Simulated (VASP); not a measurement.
# MoS2: single point with PBEsol+D3(BJ)

The system is MoS2, a slab with vacuum.

```
Mo S
1.0
     3.11666    0.00000    0.00000
    -1.55833    2.69911    0.00000
     0.00000    0.00000   17.32262
Mo S
1 2
Direct
  0.00000 0.00000 0.00000
  0.33333 0.66667 0.90971
  0.33333 0.66667 0.09029
```

```
Program                : VASP 6.6.1
Task                   : single point
Functional             : PBEsol
Dispersion             : D3(BJ)
Potentials or basis    : VASP PAW PBE potentials, release 64 (Mo_sv, S)
Cutoff                 : 520 eV
k mesh                 : 10 × 10 × 2
Occupations            : fermi-dirac, width 0.05 eV
Spin                   : no spin polarisation
Dipole correction      : no
Further INCAR settings : ALGO = Normal; EDIFF = 1e-06; NBANDS = 20
```

* Band gap on the k mesh: 2.14 eV, indirect (least direct gap 2.15 eV)
* Dispersion energy per atom: -0.251 eV

Levels at points of the mesh, in eV from the valence-band top:
| k point | band 9 | band 10 | band 11 | band 12 | band 13 | band 14 | band 15 | band 16 | band 17 | band 18 |
| --- | --- | --- | --- | --- | --- | --- | --- | --- | --- | --- |
| (0.00, 0.00, 0.00) | -2.47 | -1.83 | -1.30 | -1.30 | -0.05 | 3.07 | 3.07 | 3.33 | 3.33 | 5.56 |
| (0.50, 0.00, 0.00) | -4.11 | -3.08 | -1.89 | -0.71 | -0.56 | 2.62 | 3.10 | 4.10 | 4.65 | 6.37 |
| (0.00, 0.00, 0.50) | -2.47 | -1.83 | -1.30 | -1.30 | -0.05 | 3.07 | 3.07 | 3.33 | 3.33 | 5.65 |
| (0.50, 0.00, 0.50) | -4.11 | -3.08 | -1.89 | -0.71 | -0.56 | 2.62 | 3.10 | 4.10 | 4.65 | 6.37 |

Run time: 50 s on 1 thread of Intel(R) Xeon(R) 6975P-C (Granite Rapids) (shared host), peak memory 0.29 GiB.
